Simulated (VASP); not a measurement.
# Si16O (a cell with a defect) in VASP: further runs, part 2 of 2

VASP 6.6.1. Earlier steps stand in the parts before.

## (3) Single point, PBE, collinear spin, ferromagnetic start

INCAR reads:

```
SYSTEM = Si16O
  PREC = Accurate
  ENCUT = 520
  EDIFF = 1E-7
  ISMEAR = -1
  SIGMA = 0.05
  LREAL = Auto
  LASPH = .True.
  NELM = 150
  ALGO = Normal
  ISIF = 2
  LWAVE = .False.
  LCHARG = .True.
  ISPIN = 2
  MAGMOM = 0 0 0 0 0 0 0 0 0 0 0 0 0 0 0 0 1
  LORBIT = 11
  GGA = PE
  LELF = .True.
  LVHAR = .True.
  NBANDS = 53
```

KPOINTS reads:

```
Automatic mesh
0
Gamma
  2 2 2
  0 0 0
```

POSCAR reads:

```
Si16O
1.0
    0.0000000000      5.4300000000      5.4300000000
    5.4300000000      0.0000000000      5.4300000000
    5.4300000000      5.4300000000      0.0000000000
Si O
16 1
Direct
    0.0479742173     -0.0110313076     -0.0274585635
    0.1287200737      0.1503222836      0.1094935543
   -0.0024861878      0.0065377532      0.4763167587
    0.1290791897      0.0767403315      0.6217311234
    0.0170626151      0.5251841621     -0.0170257827
    0.1481031308      0.6223204420      0.1445303867
    0.0561141805      0.4479742173      0.4913812155
    0.1510497238      0.6007366483      0.6015101289
    0.5246132597      0.0225690608     -0.0119060773
    0.6558287293      0.1824769797      0.0454972376
    0.4640607735      0.1027348066      0.4336003683
    0.6464364641      0.1407458564      0.5911325967
    0.5149447514      0.5355340700     -0.0173756906
    0.6625874770      0.6489042357      0.0947237569
    0.5341068140      0.4989134438      0.4840699816
    0.6851289134      0.6070810313      0.5998987109
    0.6586187845      0.8613443831      0.4514180479
```

Potentials or basis: VASP PAW PBE potentials, release 64 (Si, O).

Started as:

```console
$ cat potpaw_PBE.64/Si/POTCAR potpaw_PBE.64/O/POTCAR > POTCAR
$ mpirun -np 1 vasp_std > vasp.out
```

OUTCAR:

```text
SYSTEM = Si16O
   PREC = Accurate
   ENCUT = 520
   EDIFF = 1E-7
   ISMEAR = -1
   LREAL = Auto
   LASPH = .True.
   NELM = 150
   ISIF = 2
   ISPIN = 2
   LORBIT = 11
   GGA = PE

 ion  position               nearest neighbor table
   1  0.048  0.989  0.973-   4 2.24   6 2.32   2 2.40  10 2.50
   2  0.129  0.150  0.109-   3 2.31   5 2.35   1 2.40   9 2.48
   3  0.998  0.007  0.476-   4 2.20  12 2.20   2 2.31   8 2.55
   4  0.129  0.077  0.622-   3 2.20   1 2.24  11 2.29   7 2.36
   5  0.017  0.525  0.983-  14 2.22   2 2.35   8 2.42   6 2.46
   6  0.148  0.622  0.145-   7 2.21  13 2.32   1 2.32   5 2.46
   7  0.056  0.448  0.491-   6 2.21   8 2.26  16 2.34   4 2.36  11 2.92
   8  0.151  0.601  0.602-   7 2.26  15 2.41   5 2.42   3 2.55
   9  0.525  0.023  0.988-  10 2.22  14 2.35   2 2.48  12 2.49
  10  0.656  0.182  0.045-   9 2.22  13 2.24  11 2.47   1 2.50
  11  0.464  0.103  0.434-  17 1.69   4 2.29  12 2.44  10 2.47   7 2.92  16 3.14
  12  0.646  0.141  0.591-   3 2.20  15 2.25  11 2.44   9 2.49
  13  0.515  0.536  0.983-  10 2.24   6 2.32  14 2.34  16 2.43
  14  0.663  0.649  0.095-   5 2.22  13 2.34   9 2.35  15 2.45
  15  0.534  0.499  0.484-  12 2.25  16 2.36   8 2.41  14 2.45
  16  0.685  0.607  0.600-  17 1.66   7 2.34  15 2.36  13 2.43  11 3.14
  17  0.659  0.861  0.451-  16 1.66  11 1.69

  LATTYP: Found a face centered cubic cell.
 ALAT       =    10.8600000000

  Lattice vectors:

 A1 = (   0.0000000000,   5.4300000000,   5.4300000000)
 A2 = (   5.4300000000,   0.0000000000,   5.4300000000)
 A3 = (   5.4300000000,   5.4300000000,   0.0000000000)

Analysis of symmetry for initial positions (statically):
=====================================================================
 Subroutine PRICEL returns:
 Original cell was already a primitive cell.

 Routine SETGRP: Setting up the symmetry group for a
 face centered cubic supercell.

 Subroutine GETGRP returns: Found  1 space group operations
 (whereof  1 operations were pure point group operations)
 out of a pool of 48 trial point group operations.

[... 600 lines left out ...]

 spin component 2

 k-point     1 :       0.0000    0.0000    0.0000
  band No.  band energies     occupation
      1     -14.1074      1.00000
      2      -5.9868      1.00000
      3      -4.3510      1.00000
      4      -4.0030      1.00000
      5      -3.7809      1.00000
      6      -3.2838      1.00000
[... 389 lines left out ...]
     46      10.0930      0.00000
     47      10.3293      0.00000
 [bands above 47 left out]

------------------------ aborting loop because EDIFF is reached ----------------------------------------

  FORCE on cell =-STRESS in cart. coord.  units (eV):
  Direction    XX          YY          ZZ          XY          YZ          ZX
  --------------------------------------------------------------------------------------
  -------------------------------------------------------------------------------------
  Total        9.0179506      9.2498513     11.4249866     -1.4985312     -0.4178288      3.4473079
  in kB       45.1220632     46.2823976     57.1658672     -7.4980249     -2.0906410     17.2488908
  external PRESSURE =      49.5234426 kB  Pullay stress =       0.0000000 kB

 VOLUME and BASIS-vectors are now :
 -----------------------------------------------------------------------------
  energy-cutoff  :      520.00
  volume of cell :      320.21
      direct lattice vectors                 reciprocal lattice vectors
     0.000000000  5.430000000  5.430000000    -0.092081031  0.092081031  0.092081031
     5.430000000  0.000000000  5.430000000     0.092081031 -0.092081031  0.092081031
     5.430000000  5.430000000  0.000000000     0.092081031  0.092081031 -0.092081031

 POSITION                                       TOTAL-FORCE (eV/Angst)
 -----------------------------------------------------------------------------------
     10.65100      5.54140      5.63060         2.166529     -0.060739     -0.687403
      1.41080      1.29350      1.51520        -1.004729      0.317130      0.790286
      2.62190      8.00290      5.45200        -2.534124      0.458525     -0.989303
      3.79270      4.07690      1.11760         0.283885      0.432359      1.480384
      8.18930      5.43020      2.94440        -1.044356      0.865007      0.869551
      4.16400      1.58900      4.18340        -1.526332     -1.724256      0.507015
[... 9 lines left out ...]
      6.55390      6.97770      7.01670         0.742507     -0.447898     -0.471606
      7.12830      6.02750      8.25340        -0.677193      0.534150     -0.285527
 -----------------------------------------------------------------------------------
    total drift:                               -0.004037     -0.000872     -0.000894

  FREE ENERGIE OF THE ION-ELECTRON SYSTEM (eV)
  ---------------------------------------------------
  free  energy   TOTEN  =       -90.5948086378 eV

  energy  without entropy=      -90.5757338969  energy(sigma->0) =      -90.58527127

 total charge

# of ion       s       p       d       tot
------------------------------------------
    1        0.748   0.929   0.000   1.677
    2        0.746   0.925   0.000   1.671
    3        0.749   0.988   0.000   1.737
    4        0.756   1.009   0.000   1.765
    5        0.743   0.954   0.000   1.697
    6        0.746   0.965   0.000   1.711
[... 9 lines left out ...]
   16        0.744   0.906   0.000   1.650
   17        1.570   3.590   0.000   5.159
--------------------------------------------------
tot         13.560  18.765   0.000  32.325

 magnetization (x)

# of ion       s       p       d       tot
------------------------------------------
    1        0.000  -0.000   0.000  -0.000
    2        0.000   0.000   0.000   0.000
    3       -0.000  -0.000   0.000  -0.000
    4        0.000   0.000   0.000   0.000
    5        0.000   0.000   0.000   0.000
    6        0.000   0.000   0.000   0.000
[... 9 lines left out ...]
   16       -0.000  -0.000   0.000  -0.000
   17        0.000  -0.000   0.000  -0.000
--------------------------------------------------
tot         -0.000  -0.000   0.000  -0.000
```

stdout:

```text
POSCAR found type information on POSCAR SiO
 POSCAR found :  2 types and      17 ions
 scaLAPACK will be used
 LDA part: xc-table for (Slater+PW92), standard interpolation
 POSCAR, INCAR and KPOINTS ok, starting setup
 FFT: planning ... GRIDC
 FFT: planning ... GRID_SOFT
 FFT: planning ... GRID
 WAVECAR not read
 entering main loop
```

It took 5.1 min on 1 thread of Intel Xeon 6975P-C (Granite Rapids), shared host; peak memory 0.71 GiB.

What came out:

* Free energy: -90.5948 eV
* Pressure: 5.0 GPa
* Largest force: 2.759 eV/Å
* Band gap on the k mesh: zero (filled and empty bands overlap)
* Net moment: 0.00 μB per cell
* Valence electrons inside the program's atomic spheres: Si 1.68, 1.67, 1.74, 1.76, 1.70, 1.71, 1.66, 1.64, 1.72, 1.65; O 5.16

Forces on the atoms (eV/Å):
```
Si   2.167 -0.061 -0.687
Si  -1.005  0.317  0.790
Si  -2.534  0.459 -0.989
Si   0.284  0.432  1.480
Si  -1.044  0.865  0.870
Si  -1.526 -1.724  0.507
Si   0.687  0.356 -1.516
Si   1.561  0.711  1.492
Si  -0.832 -1.897 -0.856
Si   0.185  1.721  0.060
Si  -0.996  1.144  0.694
Si   1.556 -0.611 -1.916
Si  -0.321 -0.679  1.332
Si   1.370 -0.190 -1.272
Si   0.384 -0.930  0.769
Si   0.743 -0.448 -0.472
O   -0.677  0.534 -0.286
```

Caveat: the k points lie up to 0.50 Å⁻¹ apart.

## (4) Single point, PBE, collinear spin, ferromagnetic start

INCAR reads:

```
PREC     = Accurate       # precision mode
ENCUT    = 520            # plane-wave cutoff, eV
EDIFF    = 1E-6           # SCF threshold, eV
ISMEAR   = -1             # smearing method
SIGMA    = 0.05           # smearing width, eV
LREAL    = Auto         
LASPH    = T              # aspherical terms in the spheres
NELM     = 150            # most SCF steps
ALGO     = Normal         # electronic algorithm
ISIF     = 2              # what is computed and relaxed
LWAVE    = F              # write WAVECAR
LCHARG   = F              # write CHGCAR
ISPIN    = 2              # spin polarisation
MAGMOM   = 0 0 0 0 0 0 0 0 0 0 0 0 0 0 0 0 1 # initial moments
LORBIT   = 11             # projections on sites
GGA      = PE             # functional
NBANDS   = 53             # bands
```

KPOINTS reads:

```
regular mesh
0
Gamma
  2 2 2
```

POSCAR reads:

```
Si16O
1.0
    0.0000000000      5.4300000000      5.4300000000
    5.4300000000      0.0000000000      5.4300000000
    5.4300000000      5.4300000000      0.0000000000
Si O
16 1
Direct
    0.0127348066      0.0439871087     -0.0250736648
    0.1448342541      0.1433425414      0.1103959484
    0.0165377532     -0.0363535912      0.4821362799
    0.1498710866      0.0826519337      0.6107366483
    0.0502117864      0.5045395948     -0.0217219153
    0.1493093923      0.6523848987      0.1070626151
    0.0515377532      0.4300092081      0.5203775322
    0.1604235727      0.5920441989      0.6381399632
    0.5198250460      0.0069705341     -0.0532320442
    0.6107274401      0.1752394107      0.0689963168
    0.4871731123      0.0417955801      0.4502486188
    0.6347790055      0.1359760589      0.5919613260
    0.5311694291      0.5331583794     -0.0302117864
    0.6600276243      0.6279834254      0.1071362799
    0.5347605893      0.5217771639      0.4768600368
    0.6782320442      0.5899263352      0.6136279926
    0.7076795580      0.8297237569      0.4649171271
```

Potentials or basis: VASP PAW PBE potentials, release 64 (Si, O).

Started as:

```console
$ cat potpaw_PBE.64/Si/POTCAR potpaw_PBE.64/O/POTCAR > POTCAR
$ mpirun -np 1 vasp_std > vasp.out
```

OUTCAR:

```text
PREC = Accurate
   ENCUT = 520
   EDIFF = 1E-6
   ISMEAR = -1
   LREAL = Auto
   LASPH = T
   NELM = 150
   ISIF = 2
   ISPIN = 2
   LORBIT = 11
   GGA = PE

 ion  position               nearest neighbor table
   1  0.013  0.044  0.975-   2 2.31   4 2.36   6 2.46  10 2.54
   2  0.145  0.143  0.110-   5 2.27   1 2.31   3 2.37   9 2.38
   3  0.017  0.964  0.482-   8 2.36   2 2.37   4 2.39  12 2.41
   4  0.150  0.083  0.611-  11 2.17   7 2.20   1 2.36   3 2.39
   5  0.050  0.505  0.978-   8 2.14   2 2.27   6 2.36  14 2.45
   6  0.149  0.652  0.107-   5 2.36  13 2.40   1 2.46   7 2.65
   7  0.052  0.430  0.520-   4 2.20  16 2.35   8 2.45   6 2.65
   8  0.160  0.592  0.638-   5 2.14   3 2.36  15 2.38   7 2.45
   9  0.520  0.007  0.947-  12 2.23   2 2.38  14 2.40  10 2.41
  10  0.611  0.175  0.069-  13 2.28  11 2.39   9 2.41   1 2.54
  11  0.487  0.042  0.450-  17 1.67   4 2.17  10 2.39  12 2.42  16 2.86
  12  0.635  0.136  0.592-   9 2.23   3 2.41  11 2.42  15 2.44
  13  0.531  0.533  0.970-  14 2.27  16 2.27  10 2.28   6 2.40
  14  0.660  0.628  0.107-  13 2.27  15 2.32   9 2.40   5 2.45
  15  0.535  0.522  0.477-  16 2.21  14 2.32   8 2.38  12 2.44
  16  0.678  0.590  0.614-  17 1.67  15 2.21  13 2.27   7 2.35  11 2.86
  17  0.708  0.830  0.465-  11 1.67  16 1.67

  LATTYP: Found a face centered cubic cell.
[... 1036 lines left out ...]
  energy-cutoff  :      520.00
  volume of cell :      320.21
      direct lattice vectors                 reciprocal lattice vectors
     0.000000000  5.430000000  5.430000000    -0.092081031  0.092081031  0.092081031
     5.430000000  0.000000000  5.430000000     0.092081031 -0.092081031  0.092081031
     5.430000000  5.430000000  0.000000000     0.092081031  0.092081031 -0.092081031

 POSITION                                       TOTAL-FORCE (eV/Angst)
 -----------------------------------------------------------------------------------
      5.53270      5.36300      0.30800        -0.490375     -0.449292     -1.867222
      1.37780      1.38590      1.56480        -0.861150      0.706051     -0.391530
      7.85060      2.70780      5.32240         0.849745     -0.287942      0.167661
      3.76510      4.13010      1.26260        -0.115724      0.164899     -2.345937
      8.05170      5.58470      3.01230         2.745602      0.854580     -1.117772
      4.12380      1.39210      4.35320         0.617274      0.755369     -0.327234
[... 9 lines left out ...]
      6.53530      7.01480      6.88610         0.038239      1.298042      1.231397
      7.02990      6.36720      8.34810        -0.640552      0.239525     -0.599984
 -----------------------------------------------------------------------------------
    total drift:                               -0.004567     -0.002935      0.003791

  FREE ENERGIE OF THE ION-ELECTRON SYSTEM (eV)
  ---------------------------------------------------
  free  energy   TOTEN  =       -90.7689933211 eV

  energy  without entropy=      -90.7658793280  energy(sigma->0) =      -90.76743632

 total charge

# of ion       s       p       d       tot
------------------------------------------
    1        0.752   0.901   0.000   1.653
    2        0.742   0.963   0.000   1.705
    3        0.747   0.915   0.000   1.662
    4        0.753   1.018   0.000   1.771
    5        0.747   1.002   0.000   1.748
    6        0.752   0.872   0.000   1.624
[... 9 lines left out ...]
   16        0.743   0.970   0.000   1.712
   17        1.582   3.580   0.000   5.161
--------------------------------------------------
tot         13.557  18.786   0.000  32.343

 magnetization (x)

# of ion       s       p       d       tot
------------------------------------------
    1        0.000  -0.000   0.000  -0.000
    2       -0.000   0.000   0.000  -0.000
    3        0.000  -0.000   0.000  -0.000
    4       -0.000  -0.000   0.000  -0.000
    5       -0.000   0.000   0.000  -0.000
    6        0.000  -0.000   0.000   0.000
[... 9 lines left out ...]
   16        0.000   0.000   0.000   0.000
   17       -0.000  -0.000   0.000  -0.000
--------------------------------------------------
tot          0.000  -0.000   0.000  -0.000
```

OSZICAR:

```text
N       E                     dE             d eps       ncg     rms          rms(c)
DAV:   1     0.194521870899E+03    0.19452E+03   -0.27028E+04  1696   0.109E+03
DAV:   2    -0.731465940767E+02   -0.26767E+03   -0.25161E+03  2063   0.176E+02
DAV:   3    -0.932571653463E+02   -0.20111E+02   -0.19826E+02  2171   0.453E+01
DAV:   4    -0.936468289469E+02   -0.38966E+00   -0.38867E+00  2184   0.748E+00
DAV:   5    -0.936538926077E+02   -0.70637E-02   -0.70599E-02  2139   0.100E+00    0.177E+01
DAV:   6    -0.909751548003E+02    0.26787E+01   -0.74969E+00  2352   0.143E+01    0.101E+01
DAV:   7    -0.908629465405E+02    0.11221E+00   -0.36552E+00  1854   0.612E+00    0.473E+00
DAV:   8    -0.907723656952E+02    0.90581E-01   -0.75617E-01  2400   0.431E+00    0.222E+00
DAV:   9    -0.907699216609E+02    0.24440E-02   -0.18351E-01  1945   0.178E+00    0.903E-01
DAV:  10    -0.907654715195E+02    0.44501E-02   -0.10657E-01  2048   0.135E+00    0.369E-01
DAV:  11    -0.907686236647E+02   -0.31521E-02   -0.18601E-02  1950   0.490E-01    0.287E-01
DAV:  12    -0.907688076895E+02   -0.18402E-03   -0.17260E-03  2264   0.193E-01    0.135E-01
DAV:  13    -0.907689438982E+02   -0.13621E-03   -0.13877E-03  2027   0.145E-01    0.412E-02
DAV:  14    -0.907689843602E+02   -0.40462E-04   -0.83271E-05  2056   0.438E-02    0.165E-02
DAV:  15    -0.907689900888E+02   -0.57286E-05   -0.13788E-05  2227   0.164E-02    0.720E-03
DAV:  16    -0.907689925718E+02   -0.24830E-05   -0.28613E-06  1840   0.736E-03    0.324E-03
DAV:  17    -0.907689933211E+02   -0.74937E-06   -0.20281E-06  1803   0.651E-03
   1 F= -.90768993E+02 E0= -.90767436E+02  d E =-.311399E-02  mag=     0.0000
```

Wall time 14 min (1 thread of Oxide Virtual Turin-like, shared host); peak memory 0.67 GiB.

What came out:

- Free energy: -90.7690 eV
- Pressure: 5.0 GPa
- Largest force: 3.238 eV/Å
- Band gap on the k mesh: 0.37 eV
- Net moment: 0.00 μB per cell
- Valence electrons inside the program's atomic spheres: Si 1.65, 1.71, 1.66, 1.77, 1.75, 1.62, 1.68, 1.72, 1.70, 1.67, 1.69, 1.74, 1.73; O 5.16

Forces on the atoms (eV/Å):
```
Si  -0.490 -0.449 -1.867
Si  -0.861  0.706 -0.392
Si   0.850 -0.288  0.168
Si  -0.116  0.165 -2.346
Si   2.746  0.855 -1.118
Si   0.617  0.755 -0.327
Si   0.599 -1.499  2.247
Si  -2.245 -2.032  1.147
Si   1.356  1.218 -0.538
Si  -0.767  1.131 -0.086
Si  -0.287  0.416  2.845
Si  -0.436 -1.316  1.194
Si   0.472 -0.987 -1.046
Si   0.031  0.217  1.293
Si  -0.867 -0.428 -1.806
Si   0.038  1.298  1.231
O   -0.641  0.240 -0.600
```

Levels at points of the mesh, in eV from the valence-band top:
Spin up:
```
           k point  band 31  band 32  band 33  band 34  band 35  band 36  band 37  band 38  band 39  band 40
(0.00, 0.00, 0.00)    -0.94    -0.76    -0.51    -0.11     0.00     0.37     0.56     0.64     0.84     1.01
(0.50, 0.00, 0.00)    -1.80    -1.31    -0.95    -0.77    -0.35     0.93     1.25     1.38     1.54     1.59
(0.00, 0.50, 0.00)    -1.47    -0.85    -0.69    -0.59    -0.20     1.01     1.17     1.35     1.50     1.67
(0.00, 0.00, 0.50)    -1.43    -1.27    -0.91    -0.78    -0.38     1.06     1.25     1.37     1.59     1.85
(0.50, 0.50, 0.50)    -1.41    -1.10    -0.91    -0.58    -0.42     0.90     1.10     1.34     1.50     1.64
(0.50, 0.50, 0.00)    -1.60    -1.40    -1.21    -0.97    -0.24     1.03     1.32     1.89     2.17     2.40
(0.00, 0.50, 0.50)    -1.66    -1.26    -1.12    -0.94    -0.79     1.09     1.23     1.92     2.19     2.43
(0.50, 0.00, 0.50)    -1.61    -1.58    -1.22    -1.20    -0.94     1.08     1.37     2.04     2.19     2.34
```
Spin down:
| k point | band 33 | band 34 | band 35 | band 36 | band 37 | band 38 |
| --- | --- | --- | --- | --- | --- | --- |
| (0.00, 0.00, 0.00) | -0.51 | -0.11 | 0.00 | 0.37 | 0.56 | 0.64 |
| (0.50, 0.00, 0.00) | -0.95 | -0.77 | -0.35 | 0.93 | 1.25 | 1.38 |
| (0.00, 0.50, 0.00) | -0.69 | -0.59 | -0.20 | 1.01 | 1.17 | 1.35 |
| (0.00, 0.00, 0.50) | -0.91 | -0.78 | -0.38 | 1.06 | 1.25 | 1.37 |
| (0.50, 0.50, 0.50) | -0.91 | -0.58 | -0.42 | 0.90 | 1.10 | 1.34 |
| (0.50, 0.50, 0.00) | -1.21 | -0.97 | -0.24 | 1.03 | 1.32 | 1.89 |
| (0.00, 0.50, 0.50) | -1.12 | -0.94 | -0.79 | 1.09 | 1.23 | 1.92 |
| (0.50, 0.00, 0.50) | -1.22 | -1.20 | -0.94 | 1.08 | 1.37 | 2.04 |

Caveat: the k points lie up to 0.50 Å⁻¹ apart.
